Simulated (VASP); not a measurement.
# BaCaBr4 (P4/mmm) in VASP: further runs

BaCaBr4 is run at these levels: PBE; tasks: single point.

All numbers are computed with VASP 6.6.1; they aren't measurements. Logs are shortened: lines on timing, memory, paths and dates and some standing lists are left out, and cuts for length are marked.

## (1) The cell of the first run

Symmetry: P4/mmm, No. 123, tetragonal system. The conventional cell has a = 6.514 Å, b = 6.514 Å, c = 4.966 Å, α = 90.00°, β = 90.00°, γ = 90.00°. Within 5.6 Å of Ba (site symmetry 4/mmm) lie 16 Br at 4.26 Å and 2 Ba at 4.97 Å and 8 Ca at 5.23 Å. Ca (site symmetry 4/mmm) has 4 Br at 2.08 Å within 2.7 Å. Within 2.7 Å of Br (site symmetry m2m) lie 1 Ca at 2.08 Å and 1 Br at 2.36 Å.

The cell was generated, and may not be a known phase.

## (2) Single point, PBE

Input file INCAR:

```
PREC = Accurate
ENCUT = 520
EDIFF = 1E-7
ISMEAR = 0
SIGMA = 0.1
LREAL = F
LASPH = T
NELM = 100
ALGO = Normal
ISIF = 2
LWAVE = F
LCHARG = F
GGA = PE
NBANDS = 33
```

Input file KPOINTS:

```
Automatic mesh
0
Gamma
  4 4 4
```

Input file POSCAR:

```
BaCaBr4
1.0
    6.5138363800      0.0000000000      0.0000000000
    0.0000000000      6.5138363800      0.0000000000
    0.0000000000      0.0000000000      4.9663996900
Ba Ca Br
1 1 4
Direct
    0.5000000000      0.5000000000      0.0000000000
    0.0000000000      0.0000000000      0.5000000000
    0.6813544100      0.0000000000      0.5000000000
    0.3186455900      0.0000000000      0.5000000000
    0.0000000000      0.6813544100      0.5000000000
    0.0000000000      0.3186455900      0.5000000000
```

Potentials or basis: VASP PAW PBE potentials, release 64 (Ba_sv, Ca_sv, Br).

The run is started by

```bash
$ cat potpaw_PBE.64/Ba_sv/POTCAR potpaw_PBE.64/Ca_sv/POTCAR potpaw_PBE.64/Br/POTCAR > POTCAR
$ mpirun -np 1 vasp_std > vasp.out
```

OUTCAR:

```text
PREC = Accurate
   ENCUT = 520
   EDIFF = 1E-7
   ISMEAR = 0
   LREAL = F
   LASPH = T
   NELM = 100
   ISIF = 2
   GGA = PE

 ion  position               nearest neighbor table
   1  0.500  0.500  0.000-
   2  0.000  0.000  0.500-   3 2.08   4 2.08   5 2.08   6 2.08
   3  0.681  0.000  0.500-   2 2.08   4 2.36
   4  0.319  0.000  0.500-   2 2.08   3 2.36
   5  0.000  0.681  0.500-   2 2.08   6 2.36
   6  0.000  0.319  0.500-   2 2.08   5 2.36

  LATTYP: Found a simple tetragonal cell.
 ALAT       =     6.5138363800
 C/A-ratio  =     0.7624385079

  Lattice vectors:

 A1 = (   6.5138363800,   0.0000000000,   0.0000000000)
 A2 = (   0.0000000000,   6.5138363800,   0.0000000000)
 A3 = (   0.0000000000,   0.0000000000,   4.9663996900)

Analysis of symmetry for initial positions (statically):
=====================================================================
 Subroutine PRICEL returns:
 Original cell was already a primitive cell.

 Routine SETGRP: Setting up the symmetry group for a
 simple tetragonal supercell.

 Subroutine GETGRP returns: Found 16 space group operations
 (whereof 16 operations were pure point group operations)
 out of a pool of 16 trial point group operations.

The static configuration has the point symmetry D_4h.

Analysis of symmetry for dynamics (positions and initial velocities):
=====================================================================
 Subroutine PRICEL returns:
 Original cell was already a primitive cell.

 Routine SETGRP: Setting up the symmetry group for a
 simple tetragonal supercell.

 Subroutine GETGRP returns: Found 16 space group operations
 (whereof 16 operations were pure point group operations)
 out of a pool of 16 trial point group operations.

The dynamic configuration has the point symmetry D_4h.

 Subroutine INISYM returns: Found 16 space group operations
 (whereof 16 operations are pure point group operations),
 and found     1 'primitive' translations

----------------------------------------------------------------------------------------

                                     Primitive cell

  volume of cell :     210.7247

  direct lattice vectors                    reciprocal lattice vectors
     6.513836380  0.000000000  0.000000000     0.153519361  0.000000000  0.000000000
     0.000000000  6.513836380  0.000000000     0.000000000  0.153519361  0.000000000
     0.000000000  0.000000000  4.966399690     0.000000000  0.000000000  0.201353105

  length of vectors
     6.513836380  6.513836380  4.966399690     0.153519361  0.153519361  0.201353105

  position of ions in fractional coordinates (direct lattice)
     0.500000000  0.500000000  0.000000000
     0.000000000  0.000000000  0.500000000
     0.681354410  0.000000000  0.500000000
     0.318645590  0.000000000  0.500000000
     0.000000000  0.681354410  0.500000000
     0.000000000  0.318645590  0.500000000

  ion indices of the primitive-cell ions
   primitive index   ion index
                 1           1
                 2           2
                 3           3
                 4           4
                 5           5
                 6           6

----------------------------------------------------------------------------------------

 KPOINTS: Automatic mesh

Automatic generation of k-mesh.
 Grid dimensions read from file:
 generate k-points for:    4    4    4

 Generating k-lattice:

  Cartesian coordinates                     Fractional coordinates (reciprocal lattice)
     0.038379840  0.000000000  0.000000000     0.250000000  0.000000000  0.000000000
     0.000000000  0.038379840  0.000000000     0.000000000  0.250000000  0.000000000
     0.000000000  0.000000000  0.050338276     0.000000000  0.000000000  0.250000000

  Length of vectors
     0.038379840  0.038379840  0.050338276

  Shift w.r.t. Gamma in fractional coordinates (k-lattice)
     0.000000000  0.000000000  0.000000000

 Subroutine IBZKPT returns following result:
 ===========================================

 Found     18 irreducible k-points:

 Following reciprocal coordinates:
            Coordinates               Weight
  0.000000  0.000000  0.000000      1.000000
  0.250000  0.000000  0.000000      4.000000
  0.500000  0.000000  0.000000      2.000000
  0.250000  0.250000  0.000000      4.000000
  0.500000  0.250000  0.000000      4.000000
  0.500000  0.500000  0.000000      1.000000
[... 10 lines left out ...]
  0.500000  0.250000  0.500000      4.000000
  0.500000  0.500000  0.500000      1.000000
   k-points           NKPTS =     18   k-points in BZ     NKDIM =     18   number of bands    NBANDS=     33
   number of dos      NEDOS =    301   number of ions     NIONS =      6
   total plane-waves  NPLWV =  92160
   dimension x,y,z NGX =    48 NGY =   48 NGZ =   40
   dimension x,y,z NGXF=    96 NGYF=   96 NGZF=   80
   ions per type =               1   1   4
   NGX,Y,Z   is equivalent  to a cutoff of  12.25, 12.25, 13.39 a.u.
   NGXF,Y,Z  is equivalent  to a cutoff of  24.50, 24.50, 26.78 a.u.
 SYSTEM =  unknown system
   PREC   = accura    normal or accurate (medium, high low for compatibility)
   ISTART =      0    job   : 0-new  1-cont  2-samecut
   ICHARG =      2    charge: 1-file 2-atom 10-const
   ISPIN  =      1    spin polarized calculation?
   LNONCOLLINEAR =      F non collinear calculations
   LSORBIT =      F    spin-orbit coupling
   LASPH  =      T    aspherical Exc in radial PAW
   ENCUT  =  520.0 eV  38.22 Ry    6.18 a.u.  12.11 12.11  9.23*2*pi/ulx,y,z
   NELM   =    100;   NELMIN=  2; NELMDL= -5     # of ELM steps
   EDIFF  = 0.1E-06   stopping-criterion for ELM
   LREAL  =      F    real-space projection
   EDIFFG = 0.1E-05   stopping-criterion for IOM
   NSW    =      0    number of steps for IOM
   IBRION =     -1    ionic relax: 0-MD 1-quasi-New 2-CG
   NFREE  =      0    steps in history (QN), initial steepest desc. (CG)
   ISIF   =      2    stress and relaxation
   ISYM   =      2    0-nonsym 1-usesym 2-fastsym
   POTIM  = 0.5000    time-step for ionic-motion
   TEBEG  =    0.0;   TEEND  =   0.0 temperature during run
   PSTRESS=    0.0 pullay stress
   NELECT =      48.0000    total number of electrons
   NUPDOWN=      -1.0000    fix difference up-down
   EMIN   =  10.00;   EMAX   =-10.00  energy-range for DOS
   EFERMI =   0.00;   METHOD = LEGACY
   ISMEAR =     0;   SIGMA  =   0.10  broadening in eV -4-tet -1-fermi 0-gaus
   EFERMI_NEDOS =   21; number of points for ismear=-14 and -15
   IALGO  =     38    algorithm
   IMIX   =      4    mixing-type and parameters
     AMIX     =   0.40;   BMIX     =  1.00
     AMIX_MAG =   1.60;   BMIX_MAG =  1.00
  volume/ion in A,a.u.               =      35.12       237.01
  Fermi-wavevector in a.u.,A,eV,Ry     =   0.999808  1.889364 13.600613  0.999617
  Thomas-Fermi vector in A             =   2.132123
   LORBIT       =      0    0 simple, 1 ext, 2 COOP (PROOUT), +10 PAW based schemes
   GGA     = PE    functional components
   LHFCALC =     F    Hartree Fock is set to
   AEXX    =    0.0000 exact exchange contribution
   IVDW    =     0    specifies the selected vdW correction
   LEPSILON=     F    determine dielectric tensor
   LRPA    =     F    only Hartree local field effects (RPA)
 non-spin polarized calculation
 Gauss-broadening in eV      SIGMA  =   0.10
  energy-cutoff  :      520.00
  volume of cell :      210.72
 maximum number of plane-waves:      5716
   NGX = 25   NGY = 25   NGZ = 19

 number of electron      48.0000001 magnetization

 Free energy of the ion-electron system (eV)
  ---------------------------------------------------
  ext. energy  EPLUGINS =         0.00000000
  ---------------------------------------------------
  free energy    TOTEN  =        -1.37119046 eV

  energy without entropy =       -1.34915264  energy(sigma->0) =       -1.36017155

 E-fermi :   3.4236     XC(G=0):  -7.7171

 val. band max:        3.3950534622   @ k =   0.2500   0.0000   0.2500
 cond. band min:       3.4240206103   @ k =   0.5000   0.2500   0.0000
 fundamental gap:      0.0289671480
 Fermi energy:         3.4236419062

 k-point     1 :       0.0000    0.0000    0.0000
  band No.  band energies     occupation
      1     -36.5132      2.00000
      2     -27.3285      2.00000
      3     -19.4886      2.00000
      4     -19.4886      2.00000
      5     -17.4053      2.00000
      6     -14.7602      2.00000
[... 25 lines left out ...]
     32       7.1108      0.00000
     33       7.1108      0.00000

 k-point     2 :       0.2500    0.0000    0.0000
  band No.  band energies     occupation
      1     -36.5131      2.00000
      2     -27.3285      2.00000
      3     -19.5238      2.00000
      4     -19.4885      2.00000
      5     -17.4051      2.00000
      6     -14.6267      2.00000
[... 25 lines left out ...]
     32       6.9696      0.00000
     33       7.1757      0.00000

 k-point     3 :       0.5000    0.0000    0.0000
  band No.  band energies     occupation
      1     -36.5131      2.00000
      2     -27.3285      2.00000
      3     -19.5577      2.00000
      4     -19.4883      2.00000
      5     -17.4050      2.00000
      6     -14.5711      2.00000
[... 25 lines left out ...]
     32       6.3799      0.00000
     33       6.4742      0.00000

 k-point     4 :       0.2500    0.2500    0.0000
  band No.  band energies     occupation
      1     -36.5131      2.00000
      2     -27.3285      2.00000
      3     -19.5238      2.00000
      4     -19.5237      2.00000
      5     -17.4050      2.00000
      6     -14.3326      2.00000
[... 457 lines left out ...]
     32       6.2042      0.00000
     33       6.7520      0.00000

 k-point    17 :       0.5000    0.2500    0.5000
  band No.  band energies     occupation
      1     -36.5129      2.00000
      2     -27.3257      2.00000
      3     -19.5561      2.00000
      4     -19.5222      2.00000
      5     -17.4118      2.00000
      6     -14.1556      2.00000
[... 25 lines left out ...]
     32       6.2221      0.00000
     33       6.7768      0.00000

 k-point    18 :       0.5000    0.5000    0.5000
  band No.  band energies     occupation
      1     -36.5129      2.00000
      2     -27.3257      2.00000
      3     -19.5559      2.00000
      4     -19.5559      2.00000
      5     -17.4116      2.00000
      6     -13.3714      2.00000
[... 25 lines left out ...]
     32       5.9647      0.00000
     33       6.0458      0.00000

------------------------ aborting loop because EDIFF is reached ----------------------------------------

  FORCE on cell =-STRESS in cart. coord.  units (eV):
  Direction    XX          YY          ZZ          XY          YZ          ZX
  --------------------------------------------------------------------------------------
  -------------------------------------------------------------------------------------
  Total       67.5720080     67.5720080     -3.5943839      0.0000000     -0.0000000      0.0000000
  in kB      513.7620818    513.7620818    -27.3287449      0.0000000     -0.0000000      0.0000000
  external PRESSURE =     333.3984729 kB  Pullay stress =       0.0000000 kB

 VOLUME and BASIS-vectors are now :
 -----------------------------------------------------------------------------
  energy-cutoff  :      520.00
  volume of cell :      210.72
      direct lattice vectors                 reciprocal lattice vectors
     6.513836380  0.000000000  0.000000000     0.153519361  0.000000000  0.000000000
     0.000000000  6.513836380  0.000000000     0.000000000  0.153519361  0.000000000
     0.000000000  0.000000000  4.966399690     0.000000000  0.000000000  0.201353105

 POSITION                                       TOTAL-FORCE (eV/Angst)
 -----------------------------------------------------------------------------------
      3.25692      3.25692      0.00000         0.000000      0.000000      0.000000
      0.00000      0.00000      2.48320         0.000000      0.000000      0.000000
      4.43823      0.00000      2.48320        -6.152891     -0.000000      0.000000
      2.07561      0.00000      2.48320         6.152891     -0.000000     -0.000000
      0.00000      4.43823      2.48320         0.000000     -6.152891      0.000000
      0.00000      2.07561      2.48320         0.000000      6.152891      0.000000
 -----------------------------------------------------------------------------------
    total drift:                               -0.000000     -0.000000     -0.000000

  FREE ENERGIE OF THE ION-ELECTRON SYSTEM (eV)
  ---------------------------------------------------
  free  energy   TOTEN  =        -1.3711904618 eV

  energy  without entropy=       -1.3491526428  energy(sigma->0) =       -1.36017155
```

It took 1.9 min on 1 thread of AMD EPYC 7R13 (Zen 3), shared host; peak memory 0.33 GiB.

Results:

```
Free energy            : -1.3712 eV
Pressure               : 33.3 GPa
Largest force          : 6.153 eV/Å
Band gap on the k mesh : zero (bands 24 and 25 overlap by 1.35 eV)
```

Forces in eV/Å, atoms in the order of the input:
```
Ba   0.000  0.000  0.000
Ca   0.000  0.000  0.000
Br  -6.153  0.000  0.000
Br   6.153  0.000  0.000
Br   0.000 -6.153  0.000
Br   0.000  6.153  0.000
```

Stress tensor (GPa, compression positive):
```
51.38  0.00  0.00
 0.00 51.38  0.00
 0.00  0.00 -2.73
```

Caveat: the stress differs along the axes, from -3 to 51 GPa; spin-orbit coupling is left out, which moves the levels of the heavy elements; forces of over 1 eV/Å act on the atoms, so gaps and moduli don't describe the material at rest.

## (3) Single point, PBE

This run uses another cell than the first one, of 53.81 Å³/atom.

Input file INCAR:

```
ALGO = Normal
EDIFF = 1E-7
ENCUT = 520
GGA = PE
ISIF = 2
ISMEAR = 0
LASPH = True
LCHARG = False
LREAL = False
LWAVE = False
NBANDS = 33
NELM = 80
PREC = Accurate
SIGMA = 0.1
```

Input file KPOINTS:

```
k-points
0
Gamma
  4 4 4
```

Input file POSCAR:

```
BaCaBr4
1.0
    8.4709398935      0.0000000000      0.0000000000
    0.0000000000      8.4709398935      0.0000000000
    0.0000000000      0.0000000000      4.4993125299
Ba Ca Br
1 1 4
Direct
    0.5000000000      0.5000000000      0.0000000000
    0.0000000000      0.0000000000      0.5000000000
    0.6822958291      0.0000000000      0.5000000000
    0.3177041709      0.0000000000      0.5000000000
    0.0000000000      0.6822958291      0.5000000000
    0.0000000000      0.3177041709      0.5000000000
```

Potentials or basis: VASP PAW PBE potentials, release 64 (Ba_sv, Ca_sv, Br).

The run is started by

```bash
$ cat potpaw_PBE.64/Ba_sv/POTCAR potpaw_PBE.64/Ca_sv/POTCAR potpaw_PBE.64/Br/POTCAR > POTCAR
$ mpirun -np 1 vasp_std > vasp.out
```

Wall time 3.1 min (1 thread of AMD EPYC 7R13 (Zen 3), shared host); peak memory 0.47 GiB.

The run converged. Its results:

* Free energy: -16.6695 eV
* Pressure: 0.2 GPa
* Largest force: 0.029 eV/Å
* Band gap on the k mesh: zero (bands 24 and 25 overlap by 0.29 eV)

Forces in eV/Å, atoms in the order of the input:
```
Ba   0.000  0.000  0.000
Ca   0.000  0.000  0.000
Br  -0.029  0.000  0.000
Br   0.029  0.000  0.000
Br   0.000 -0.029  0.000
Br   0.000  0.029  0.000
```

Stress tensor (GPa, compression positive):
```
0.22 0.00 0.00
0.00 0.22 0.00
0.00 0.00 0.07
```

Levels at points of the mesh, in eV from the Fermi level:
```tsv
k point	band 22	band 23	band 24	band 25	band 26	band 27
(0.00, 0.00, 0.00)	-0.40	-0.31	-0.08	-0.08	1.67	2.02
(0.50, 0.00, 0.00)	-0.60	-0.47	-0.21	0.00	1.91	2.08
(0.50, 0.50, 0.00)	-0.67	-0.50	-0.35	-0.22	1.91	2.17
(0.00, 0.00, 0.50)	-0.25	-0.02	-0.02	1.43	1.43	2.21
(0.50, 0.00, 0.50)	-0.78	-0.52	0.07	1.21	1.40	2.22
(0.50, 0.50, 0.50)	-0.83	-0.83	-0.46	1.29	1.29	2.18
```

Caveat: semilocal functionals underestimate gaps, and a narrow one can read as zero; spin-orbit coupling is left out, which moves the levels of the heavy elements.

The gap in the log of VASP goes by the Fermi energy; the results here count the filled bands.